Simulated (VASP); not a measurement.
Runs of VASP 6.6.1 on Ti. The structure is that of space group Im-3m (No. 229), or close to it. The cells are those of the table. 

| task | cell | cutoff (eV) | gap on the mesh (eV) | pressure (GPa) |
| --- | --- | --- | --- | --- |
| relaxation of cell and atoms | relaxed from a = 2.841 Å, angles 70.5, 109.5, 70.5°, 1 atom | 600 | none | 0.0 |
| relaxation of cell and atoms | relaxed to 20 GPa from a = 2.841 Å, angles 70.5, 109.5, 70.5°, 1 atom | 600 | none | 19.7 |
| single point | a = 2.740 Å, angles 70.5, 109.5, 70.5°, 1 atom | 520 | none | -0.1 |
| relaxation of cell and atoms | relaxed to 30 GPa from a = 2.841 Å, angles 70.5, 109.5, 70.5°, 1 atom | 600 | none | 30.0 |
| relaxation of cell and atoms | relaxed to 10 GPa from a = 2.841 Å, angles 70.5, 109.5, 70.5°, 1 atom | 600 | none | 10.0 |
| single point | a = 2.675 Å, angles 70.5, 109.5, 70.5°, 1 atom | 520 | none | (a) |
| single point | a = 2.621 Å, angles 70.5, 109.5, 70.5°, 1 atom | 520 | none | 19.7 |
| single point | a = 2.574 Å, angles 70.5, 109.5, 70.5°, 1 atom | 520 | none | 29.6 |

Alike in all rows: level LDA; potentials or basis VASP PAW LDA potentials, release 64 (Ti_sv); no spin polarisation; k mesh 19 × 19 × 19; smearing methfessel-paxton 0.05 eV.

Estimate the missing entries.

(a) 9.8.

Caveats: the cell is relaxed towards a set pressure, so the enthalpy falls and the energy may rise (some runs).

A gap of «none» marks levels without a gap at the run's occupations.
